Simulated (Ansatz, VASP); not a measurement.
## CuSn3: VASP beside Ansatz

File INCAR:

```
SYSTEM = CuSn3
PREC = Accurate ; ENCUT = 520
EDIFF = 1E-6 ; ISMEAR = -1
SIGMA = 0.05 ; LREAL = .FALSE.
LASPH = .TRUE. ; NELM = 60
ALGO = Fast ; ISIF = 2
LWAVE = .FALSE. ; LCHARG = .FALSE.
GGA = PS ; NBANDS = 34
```

The input KPOINTS:

```
regular mesh
0
G
  7 7 7
  0 0 0
```

The input POSCAR:

```
CuSn3
1.0
   -2.2399030000      2.2399030000      4.8707040000
    2.2399030000     -2.2399030000      4.8707040000
    2.2399030000      2.2399030000     -4.8707040000
Sn Cu
3 1
Direct
    0.5000000000      0.5000000000      0.0000000000
    0.2500000000      0.7500000000      0.5000000000
    0.7500000000      0.2500000000      0.5000000000
    0.0000000000      0.0000000000      0.0000000000
```

File input.yaml:

```yaml
crystal:
  lattice:
    - [-2.239903, 2.239903, 4.870704]
    - [2.239903, -2.239903, 4.870704]
    - [2.239903, 2.239903, -4.870704]
  atoms:
    - { symbol: Sn, position: [0.5, 0.5, 0.0] }
    - { symbol: Sn, position: [0.25, 0.75, 0.5] }
    - { symbol: Sn, position: [0.75, 0.25, 0.5] }
    - { symbol: Cu, position: [0.0, 0.0, 0.0] }
hamiltonian:
  xc: pbesol
  pseudopotentials: { kind: paw }
kpoints:
  mp_grid: { grid: [7, 7, 7] }
  band_path:
    path:
      - [[0.0, 0.0, 0.0], [0.0, 0.0, 0.5], [-0.1057413746, 0.1057413746, 0.5], [-0.3028706873, 0.3028706873, 0.3028706873], [0.0, 0.0, 0.0], [0.5, 0.5, -0.5], [0.3028706873, 0.6971293127, -0.3028706873], [0.0, 0.5, 0.0], [0.25, 0.25, 0.25], [0.5, 0.5, -0.1057413746], [0.5, 0.5, -0.5]]
      - [[0.0, 0.0, 0.5], [0.25, 0.25, 0.25]]
    npoints: 14
scf:
  occupations: { method: fermi_dirac, width: 0.05 }
  n_extra_bands: 10
output:
  forces: true
  stress: true
  eigenvalues: true
  fatbands: false
```

Alike in both runs: functional PBEsol; k mesh 7 × 7 × 7; occupations fermi-dirac, width 0.05 eV; no spin polarisation.

|  | VASP | Ansatz |
| --- | --- | --- |
| version | VASP 6.6.1 | Ansatz 0.2.0 |
| potentials or method | VASP PAW PBE potentials, release 64 (Sn_d, Cu) | Ansatz PAW |
| plane-wave cutoff (eV) | 520 | 420 |
| valence electrons in the cell | 53 | 61 |
| task | single point | band structure |

```tsv
	VASP	Ansatz	Ansatz less VASP
gap on the k mesh at the Fermi level (eV)	none	none	-
pressure (GPa)	-3.9	-3.9	+0.01
traceless stress, the component that is largest in VASP (GPa)	0.18	0.18	0.000
```

VASP's potentials were made for PBE, not for PBEsol. A gap of «none» marks a metal or a gap that the smearing closes. VASP's potentials hold 53 valence electrons a cell and Ansatz's 61, so a difference there can come from the potentials and not from the codes.
